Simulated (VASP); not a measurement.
Wanted: the native input for a VASP 6.6.1 run.

| Quantity | Value |
| --- | --- |
| Task | single point |
| Functional | LDA |
| Potentials or basis | VASP PAW LDA potentials, release 64 (Ga_d, N) |
| Cutoff | 520 eV |
| k mesh | 8 × 6 × 8 |
| Occupations | fermi-dirac, width 0.02 eV |
| Spin | no spin polarisation |
| Dipole correction | no |
| Further INCAR settings | ALGO = Normal; EDIFF = 1e-06; NBANDS = 26 |

The structure of GaN (zincblende type) lies in POSCAR:

```
GaN
1.0
   -2.2275688896      2.2275688896      0.0000000000
    0.0000000000      0.0000000000      4.4551377792
    2.2275688896      2.2275688896      0.0000000000
Ga N
2 2
Direct
    0.0000000000      0.0000000000      0.0000000000
    0.5000000000      0.5000000000      0.5000000000
    0.0000000000      0.2500000000      0.5000000000
    0.5000000000      0.7500000000      0.0000000000
```

The input as run:

INCAR

```
ALGO     = Normal         # electronic algorithm
EDIFF    = 1E-6           # SCF threshold, eV
ENCUT    = 520            # plane-wave cutoff, eV
GGA      = CA             # functional
ISIF     = 2              # what is computed and relaxed
ISMEAR   = -1             # smearing method
LASPH    = T              # aspherical terms in the spheres
LCHARG   = T              # write CHGCAR
LELF     = T              # ELF
LREAL    = F              # projectors in reciprocal space
LVHAR    = T            
LWAVE    = F              # write WAVECAR
NBANDS   = 26             # bands
NELM     = 60             # most SCF steps
PREC     = Accurate       # precision mode
SIGMA    = 0.02           # smearing width, eV
```

KPOINTS

```
k-points
0
Gamma
  8 6 8
```

Potentials or basis: VASP PAW LDA potentials, release 64 (Ga_d, N).

Command:

```console
$ cat potpaw_LDA.64/Ga_d/POTCAR potpaw_LDA.64/N/POTCAR > POTCAR
$ mpirun -np 1 vasp_std > vasp.out
```

It gave:

```yaml
Pressure: 1.2 GPa
Band_gap_on_the_k_mesh: 1.97 eV
```

Wall time 99 s on 1 thread of Intel Xeon 8259CL, on a shared host, peak memory 0.18 GiB.
